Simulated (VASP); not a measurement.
Input of a VASP 6.6.1 run:

POSCAR

```
Te2Mo
1.0
    3.4826601964      0.0000000000      0.0000000000
   -1.7413300982      3.0160722029      0.0000000000
    0.0000000000      0.0000000000     13.8324428744
Te Mo
4 2
Direct
    0.6666666667      0.3333333333      0.3790000000
    0.3333333333      0.6666666667      0.8790000000
    0.6666666667      0.3333333333      0.1210000000
    0.3333333333      0.6666666667      0.6210000000
    0.6666666667      0.3333333333      0.7500000000
    0.3333333333      0.6666666667      0.2500000000
```

Contents of INCAR.step1:

```
PREC = Accurate ; ENCUT = 520
ISMEAR = 0 ; SIGMA = 0.02
LREAL = False ; LASPH = True
NELM = 80 ; NBANDS = 35
GGA = PE ; ALGO = Normal
EDIFF = 1E-4 ; LWAVE = True
LCHARG = False
```

Contents of INCAR.step2:

```
PREC = Accurate ; ENCUT = 520
EDIFF = 1E-6 ; ISMEAR = 0
SIGMA = 0.02 ; LREAL = False
LASPH = True ; NELM = 80
ALGO = Normal ; ISIF = 2
LWAVE = False ; LCHARG = False
METAGGA = R2SCAN ; LMIXTAU = True
NBANDS = 35 ; ISTART = 1
```

File KPOINTS:

```
Automatic mesh
0
Gamma
  10 10 3
```

Potentials or basis: VASP PAW PBE potentials, release 64 (Te, Mo_sv).

Run with:

```bash
$ cat potpaw_PBE.64/Te/POTCAR potpaw_PBE.64/Mo_sv/POTCAR > POTCAR
$ cp INCAR.step1 INCAR
$ mpirun -np 1 vasp_std > vasp.out
$ cp INCAR.step2 INCAR
$ mpirun -np 1 vasp_std > vasp.out
```

(1) Predict the band gap on the k mesh.

(2) What does it give for the pressure?

(3) What does it give for the largest force?

## Answers

(1) 0.80 eV (least direct gap 1.30 eV).

(2) 5.9 GPa.

(3) 0.393 eV/Å.

Caveat: the cell stands under pressure; the PAW data sets were made with another functional, which shifts forces and pressure a little; spin-orbit coupling is left out, which moves the levels of the heavy elements; an odd mesh through Γ misses points on the zone boundary, where band edges can lie.
